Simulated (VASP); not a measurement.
Write the native input for VASP 6.6.1 that does the following.

* Task: single point
* Functional: LDA
* Potentials or basis: VASP PAW LDA potentials, release 64 (B, N)
* Cutoff: 520 eV
* k mesh: 12 × 12 × 6
* Occupations: gaussian, width 0.05 eV
* Spin: no spin polarisation
* Dipole correction: no
* Further INCAR settings: ALGO = Normal; EDIFF = 1e-06; NBANDS = 16

The structure of BN lies in POSCAR:

```
BN
1.0
    2.4517820176      0.0000000000      0.0000000000
   -1.2258910088      2.1233055118      0.0000000000
    0.0000000000      0.0000000000      3.8887066000
B N
2 2
Direct
    0.6666666667      0.3333333333      0.9997240000
    0.3333333333      0.6666666667      0.4997240000
    0.6666666667      0.3333333333      0.6252760000
    0.3333333333      0.6666666667      0.1252760000
```

This cell differs from its parent crystal: strain -0.040 along x and y, -0.080 along z.

One way to write it, as run:

INCAR

```
SYSTEM = BN
  ALGO = Normal
  EDIFF = 1E-6
  ENCUT = 520
  GGA = CA
  ISIF = 2
  ISMEAR = 0
  LASPH = .True.
  LCHARG = .True.
  LELF = .True.
  LREAL = .False.
  LVHAR = .True.
  LWAVE = .False.
  NBANDS = 16
  NELM = 100
  PREC = Accurate
  SIGMA = 0.05
```

KPOINTS

```
k-points
0
Gamma
  12 12 6
  0 0 0
```

Potentials or basis: VASP PAW LDA potentials, release 64 (B, N).

Command:

```bash
$ cat potpaw_LDA.64/B/POTCAR potpaw_LDA.64/N/POTCAR > POTCAR
$ mpirun -np 1 vasp_std > vasp.out
```

Results of the run:

The pressure is 68.4 GPa and the largest force is 0.433 eV/Å. The band gap on the k mesh is 4.82 eV, indirect (least direct gap 8.42 eV).

Caveat: the cell differs from its parent crystal (strain -0.040 along x and y, -0.080 along z).

Run time: 36 s on 1 thread of Intel Xeon 6975P-C (shared host), peak memory 0.13 GiB.
